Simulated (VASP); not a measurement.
Ag:

```xyz
2
Lattice="0.0000 2.8450 2.8450 2.8450 0.0000 2.8450 2.8450 2.8450 0.0000" Properties=species:S:1:pos:R:3 pbc="T T T"
Ag    0.7112    0.7112    0.7112
Ag    4.9787    4.9787    4.9787
```

* Program: VASP 6.6.1
* Task: relaxation of cell and atoms
* Functional: PBEsol
* Potentials or basis: VASP PAW PBE potentials, release 64 (Ag)
* Cutoff: 600 eV
* k mesh: 10 × 10 × 10
* Occupations: fermi-dirac, width 0.1 eV
* Spin: no spin polarisation

At the start: pressure 12.0 GPa; volume 23.03 Å³/atom.

Question: How do energy, volume and symmetry change on relaxing?

Answer: Over 5 steps the energy falls by 136.5 meV/atom and the volume is 27.41 Å³/atom (+19.0 %); space group Fd-3m (No. 227, to 0.05 Å).

The path:
| step | energy change (eV) | largest force (eV/Å) | pressure (GPa) | volume (Å³) |
| --- | --- | --- | --- | --- |
| 1 | 0.0000 | 0.0000 | 12.04 | 46.05 |
| 2 | -0.2449 | 0.0000 | -2.26 | 58.58 |
| 3 | -0.2730 | 0.0000 | 0.12 | 54.73 |
| 4 | -0.2731 | 0.0000 | -0.08 | 54.91 |
| 5 | -0.2731 | 0.0000 | 0.05 | 54.81 |

Final structure:
```
Ag
1.0
     0.00000    3.01501    3.01501
     3.01501    0.00000    3.01501
     3.01501    3.01501    0.00000
Ag
2
Direct
  0.12500 0.12500 0.12500
  0.87500 0.87500 0.87500
```

Caveat: the volume moved by over 15 % at a fixed basis, so the end points are rough; the PAW data sets were made with another functional, which shifts forces and pressure a little.
